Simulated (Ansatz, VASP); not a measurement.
## HfB2 in VASP and in Ansatz

```
Hf B
1.0
     3.14000    0.00000    0.00000
    -1.57000    2.71932    0.00000
     0.00000    0.00000    3.48000
Hf B
1 2
Direct
  0.00000 0.00000 0.00000
  0.66667 0.33333 0.50000
  0.33333 0.66667 0.50000
```

Alike in both runs: task relaxation of cell and atoms; functional PBE; k mesh 10 × 10 × 8; occupations fermi-dirac, width 0.05 eV; no spin polarisation.

|  | VASP | Ansatz |
| --- | --- | --- |
| version | VASP 6.6.1 | Ansatz 0.2.0 |
| potentials or method | VASP PAW PBE potentials, release 64 (Hf_pv, B) | Ansatz PAW |
| plane-wave cutoff (eV) | 600 | 420 |
| valence electrons in the cell | 16 | 32 |

|  | VASP | Ansatz | Ansatz less VASP |
| --- | --- | --- | --- |
| gap on the k mesh at the Fermi level, each at its own relaxed structure (eV) | none | none | - |
| relaxed volume (Å³/atom) | 9.94 | 9.96 | +0.016 |
| relaxed cell length with the largest relative difference (Å) | 3.142 | 3.144 | +0.0023 |

A gap of «none» marks a metal or a gap that the smearing closes. VASP's potentials hold 16 valence electrons a cell and Ansatz's 32, so a difference there can come from the potentials and not from the codes.

Spin-orbit coupling is off throughout. Noted on Ansatz's run: the plane-wave basis is chosen anew once the cell has moved, so the energies of steps on either side of that aren't comparable.
